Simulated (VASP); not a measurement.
# Al (P6_3/mmc) in VASP: further runs

Runs on Al. Level: PBEsol. Tasks: single point, relaxation of cell and atoms.

All numbers are computed with VASP 6.6.1; they aren't measurements. Logs are shortened: lines on timing, memory, paths and dates and some standing lists are left out, and cuts for length are marked.

## (1) The cell of the first run

Symmetry: P6_3/mmc, No. 194, hexagonal system. The conventional cell has a = 2.680 Å, b = 2.680 Å, c = 4.412 Å, α = 90.00°, β = 90.00°, γ = 120.00°. Within 3.5 Å of Al (site symmetry -6m2) lie 12 Al at 2.68 to 2.69 Å.

## (2) Single point, PBEsol

INCAR reads:

```
SYSTEM = Al
PREC = Accurate ; ENCUT = 520
EDIFF = 1E-6 ; ISMEAR = -1
SIGMA = 0.05 ; LREAL = .False.
LASPH = .True. ; NELM = 100
ALGO = Normal ; ISIF = 2
LWAVE = .False. ; LCHARG = .False.
GGA = PS ; NBANDS = 10
```

KPOINTS reads:

```
Automatic mesh
0
Gamma
  11 11 6
  0 0 0
```

POSCAR reads:

```
Al
1.0
    2.6802049361      0.0000000000      0.0000000000
   -1.3401024680      2.3211255620      0.0000000000
    0.0000000000      0.0000000000      4.4118108009
Al
2
Direct
    0.3333333333      0.6666666667      0.2500000000
    0.6666666667      0.3333333333      0.7500000000
```

Potentials or basis: VASP PAW PBE potentials, release 64 (Al).

Run with:

```bash
> cat potpaw_PBE.64/Al/POTCAR > POTCAR
> mpirun -np 1 vasp_std > vasp.out
```

OUTCAR:

```text
SYSTEM = Al
   PREC = Accurate
   ENCUT = 520
   EDIFF = 1E-6
   ISMEAR = -1
   LREAL = .False.
   LASPH = .True.
   NELM = 100
   ISIF = 2
   GGA = PS

 ion  position               nearest neighbor table
   1  0.333  0.667  0.250-   2 2.69   2 2.69   2 2.69   2 2.69   2 2.69   2 2.69
   2  0.667  0.333  0.750-   1 2.69   1 2.69   1 2.69   1 2.69   1 2.69   1 2.69

  LATTYP: Found a hexagonal cell.
 ALAT       =     2.6802049361
 C/A-ratio  =     1.6460721870

  Lattice vectors:

 A1 = (   2.6802049361,   0.0000000000,   0.0000000000)
 A2 = (  -1.3401024680,   2.3211255620,   0.0000000000)
 A3 = (   0.0000000000,   0.0000000000,   4.4118108009)

Analysis of symmetry for initial positions (statically):
=====================================================================
 Subroutine PRICEL returns:
 Original cell was already a primitive cell.

 Routine SETGRP: Setting up the symmetry group for a
 hexagonal supercell.

 Subroutine GETGRP returns: Found 24 space group operations
 (whereof 12 operations were pure point group operations)
 out of a pool of 24 trial point group operations.

The static configuration has the point symmetry D_3d.
 The point group associated with its full space group is D_6h.

Analysis of symmetry for dynamics (positions and initial velocities):
=====================================================================
 Subroutine PRICEL returns:
 Original cell was already a primitive cell.

 Routine SETGRP: Setting up the symmetry group for a
 hexagonal supercell.

 Subroutine GETGRP returns: Found 24 space group operations
 (whereof 12 operations were pure point group operations)
 out of a pool of 24 trial point group operations.

The dynamic configuration has the point symmetry D_3d.
 The point group associated with its full space group is D_6h.

 Subroutine INISYM returns: Found 24 space group operations
 (whereof 12 operations are pure point group operations),
 and found     1 'primitive' translations

----------------------------------------------------------------------------------------

                                     Primitive cell

  volume of cell :      27.4463

  direct lattice vectors                    reciprocal lattice vectors
     2.680204936  0.000000000  0.000000000     0.373105797  0.215412733  0.000000000
    -1.340102468  2.321125562  0.000000000     0.000000000  0.430825465  0.000000000
     0.000000000  0.000000000  4.411810801     0.000000000  0.000000000  0.226664298

  length of vectors
     2.680204936  2.680204936  4.411810801     0.430825465  0.430825465  0.226664298

  position of ions in fractional coordinates (direct lattice)
     0.333333333  0.666666667  0.250000000
     0.666666667  0.333333333  0.750000000

  ion indices of the primitive-cell ions
   primitive index   ion index
                 1           1
                 2           2

----------------------------------------------------------------------------------------

 KPOINTS: Automatic mesh

Automatic generation of k-mesh.
 Grid dimensions read from file:
 generate k-points for:   11   11    6

 Generating k-lattice:

  Cartesian coordinates                     Fractional coordinates (reciprocal lattice)
     0.033918709  0.019582976  0.000000000     0.090909091  0.000000000  0.000000000
     0.000000000  0.039165951  0.000000000     0.000000000  0.090909091  0.000000000
     0.000000000  0.000000000  0.037777383     0.000000000  0.000000000  0.166666667

  Length of vectors
     0.039165951  0.039165951  0.037777383

  Shift w.r.t. Gamma in fractional coordinates (k-lattice)
     0.000000000  0.000000000  0.000000000

 Subroutine IBZKPT returns following result:
 ===========================================

 Found     64 irreducible k-points:

 Following reciprocal coordinates:
            Coordinates               Weight
  0.000000  0.000000  0.000000      1.000000
  0.090909 -0.000000  0.000000      6.000000
  0.181818 -0.000000  0.000000      6.000000
  0.272727  0.000000  0.000000      6.000000
  0.363636  0.000000  0.000000      6.000000
  0.454545 -0.000000  0.000000      6.000000
[... 16 lines left out ...]
  0.090909  0.090909  0.166667     12.000000
  0.181818  0.090909  0.166667     24.000000
 [... further k-points ...]
   k-points           NKPTS =     64   k-points in BZ     NKDIM =     64   number of bands    NBANDS=     10
   number of dos      NEDOS =    301   number of ions     NIONS =      2
   total plane-waves  NPLWV =  14400
   dimension x,y,z NGX =    20 NGY =   20 NGZ =   36
   dimension x,y,z NGXF=    40 NGYF=   40 NGZF=   72
   ions per type =               2
   NGX,Y,Z   is equivalent  to a cutoff of  12.41, 12.41, 13.57 a.u.
   NGXF,Y,Z  is equivalent  to a cutoff of  24.81, 24.81, 27.13 a.u.
 SYSTEM =  Al
   PREC   = accura    normal or accurate (medium, high low for compatibility)
   ISTART =      0    job   : 0-new  1-cont  2-samecut
   ICHARG =      2    charge: 1-file 2-atom 10-const
   ISPIN  =      1    spin polarized calculation?
   LNONCOLLINEAR =      F non collinear calculations
   LSORBIT =      F    spin-orbit coupling
   LASPH  =      T    aspherical Exc in radial PAW
   ENCUT  =  520.0 eV  38.22 Ry    6.18 a.u.   4.98  4.98  8.20*2*pi/ulx,y,z
   NELM   =    100;   NELMIN=  2; NELMDL= -5     # of ELM steps
   EDIFF  = 0.1E-05   stopping-criterion for ELM
   LREAL  =      F    real-space projection
   EDIFFG = 0.1E-04   stopping-criterion for IOM
   NSW    =      0    number of steps for IOM
   IBRION =     -1    ionic relax: 0-MD 1-quasi-New 2-CG
   NFREE  =      0    steps in history (QN), initial steepest desc. (CG)
   ISIF   =      2    stress and relaxation
   ISYM   =      2    0-nonsym 1-usesym 2-fastsym
   POTIM  = 0.5000    time-step for ionic-motion
   TEBEG  =    0.0;   TEEND  =   0.0 temperature during run
   PSTRESS=    0.0 pullay stress
   NELECT =       6.0000    total number of electrons
   NUPDOWN=      -1.0000    fix difference up-down
   EMIN   =  10.00;   EMAX   =-10.00  energy-range for DOS
[... 5 lines left out ...]
     AMIX     =   0.40;   BMIX     =  1.00
     AMIX_MAG =   1.60;   BMIX_MAG =  1.00
  volume/ion in A,a.u.               =      13.72        92.61
  Fermi-wavevector in a.u.,A,eV,Ry     =   0.986198  1.863644 13.232840  0.972586
  Thomas-Fermi vector in A             =   2.117561
   LORBIT       =      0    0 simple, 1 ext, 2 COOP (PROOUT), +10 PAW based schemes
   GGA     = PS    functional components
   LHFCALC =     F    Hartree Fock is set to
   AEXX    =    0.0000 exact exchange contribution
   IVDW    =     0    specifies the selected vdW correction
   LEPSILON=     F    determine dielectric tensor
   LRPA    =     F    only Hartree local field effects (RPA)
 non-spin polarized calculation
  energy-cutoff  :      520.00
  volume of cell :       27.45
 maximum number of plane-waves:       764
 NGX is ok and might be reduce to    20
   NGX =  9   NGY =  9   NGZ = 17

 number of electron       6.0000000 magnetization

 Free energy of the ion-electron system (eV)
  ---------------------------------------------------
  ext. energy  EPLUGINS =         0.00000000
  ---------------------------------------------------
  free energy    TOTEN  =        -7.86248233 eV

  energy without entropy =       -7.85660504  energy(sigma->0) =       -7.85954369

 E-fermi :  10.0491     XC(G=0): -10.9499

 val. band max:       10.0107316533   @ k =   0.3636   0.0000   0.5000
 cond. band min:      10.0929081700   @ k =   0.3636   0.0909   0.3333
 fundamental gap:      0.0821765167
 Fermi energy:        10.0490902328

 k-point     1 :       0.0000    0.0000    0.0000
  band No.  band energies     occupation
      1      -2.4578      2.00000
      2       4.6076      2.00000
      3       5.2558      2.00000
      4      22.1264      0.00000
      5      22.1264      0.00000
      6      22.3022      0.00000
      7      22.3022      0.00000
      8      22.9550      0.00000
      9      26.0835      0.00000
     10      26.5286      0.00000

 k-point     2 :       0.0909   -0.0000    0.0000
  band No.  band energies     occupation
      1      -2.2313      2.00000
      2       4.8144      2.00000
      3       5.4723      2.00000
      4      18.7760      0.00000
      5      20.3741      0.00000
      6      21.5395      0.00000
      7      23.9894      0.00000
      8      24.3085      0.00000
      9      25.0740      0.00000
     10      26.1936      0.00000

 k-point     3 :       0.1818   -0.0000    0.0000
  band No.  band energies     occupation
      1      -1.5546      2.00000
      2       5.4353      2.00000
      3       6.1096      2.00000
      4      15.0512      0.00000
      5      18.8971      0.00000
      6      19.6835      0.00000
      7      21.4253      0.00000
      8      22.6980      0.00000
      9      24.9931      0.00000
     10      25.1447      0.00000

 k-point     4 :       0.2727    0.0000    0.0000
  band No.  band energies     occupation
      1      -0.4357      2.00000
      2       6.4714      2.00000
      3       7.1031      2.00000
      4      11.6540      0.00000
      5      17.5350      0.00000
      6      17.7909      0.00000
      7      17.9545      0.00000
      8      20.7754      0.00000
      9      23.7404      0.00000
     10      24.4269      0.00000
[... 222 lines left out ...]
 k-point    22 :       0.4545   -0.0000    0.1667
  band No.  band energies     occupation
      1       3.2655      2.00000
      2       5.5460      2.00000
      3       8.1666      2.00000
      4      10.3535      0.00452
      5      12.8210      0.00000
      6      14.8412      0.00000
      7      16.8601      0.00000
      8      19.1768      0.00000
      9      20.9938      0.00000
     10      23.1402      0.00000

 k-point    23 :       0.0909    0.0909    0.1667
  band No.  band energies     occupation
      1      -1.5701      2.00000
      2       3.3424      2.00000
      3       8.1389      2.00000
      4      16.9524      0.00000
      5      17.4284      0.00000
      6      21.0310      0.00000
      7      21.6258      0.00000
      8      22.0745      0.00000
      9      24.2969      0.00000
     10      24.4180      0.00000

 k-point    24 :       0.1818    0.0909    0.1667
  band No.  band energies     occupation
      1      -0.6739      2.00000
      2       4.1956      2.00000
      3       8.9178      2.00000
      4      13.6081      0.00000
      5      15.7451      0.00000
      6      18.2173      0.00000
      7      20.2091      0.00000
      8      22.0836      0.00000
      9      22.4100      0.00000
     10      24.3631      0.00000

 [... further k-points ...]
[... 5 lines left out ...]
  --------------------------------------------------------------------------------------
  -------------------------------------------------------------------------------------
  Total        3.4684328      3.4684328      3.4529828      0.0000000      0.0000000      0.0000000
  in kB      202.4698426    202.4698426    201.5679500      0.0000000      0.0000000      0.0000000
  external PRESSURE =     202.1692117 kB  Pullay stress =       0.0000000 kB

 VOLUME and BASIS-vectors are now :
 -----------------------------------------------------------------------------
  energy-cutoff  :      520.00
  volume of cell :       27.45
      direct lattice vectors                 reciprocal lattice vectors
     2.680204936  0.000000000  0.000000000     0.373105797  0.215412733  0.000000000
    -1.340102468  2.321125562  0.000000000     0.000000000  0.430825465  0.000000000
     0.000000000  0.000000000  4.411810801     0.000000000  0.000000000  0.226664298

 POSITION                                       TOTAL-FORCE (eV/Angst)
 -----------------------------------------------------------------------------------
     -0.00000      1.54742      1.10295        -0.000000      0.000000      0.000000
      1.34010      0.77371      3.30886         0.000000     -0.000000      0.000000
 -----------------------------------------------------------------------------------
    total drift:                                0.000000     -0.000000      0.000000

  FREE ENERGIE OF THE ION-ELECTRON SYSTEM (eV)
  ---------------------------------------------------
  free  energy   TOTEN  =        -7.8624823281 eV

  energy  without entropy=       -7.8566050425  energy(sigma->0) =       -7.85954369
```

It took 14 s on 1 thread of Intel Xeon Platinum 8259CL at 2.50GHz (Skylake/Cascade Lake), shared host; peak memory 0.14 GiB.

Results:

| Quantity | Value |
| --- | --- |
| Free energy | -7.8625 eV |
| Pressure | 20.2 GPa |
| Band gap on the k mesh | zero (band 3 reaches 14.30 eV, above the bottom of band 4 at 6.74 eV) |

Stress tensor (GPa, compression positive):
```
20.25  0.00  0.00
 0.00 20.25  0.00
 0.00  0.00 20.16
```

Caveat: the PAW data sets were made with another functional, which shifts forces and pressure a little.

[end of part 1 of 3]
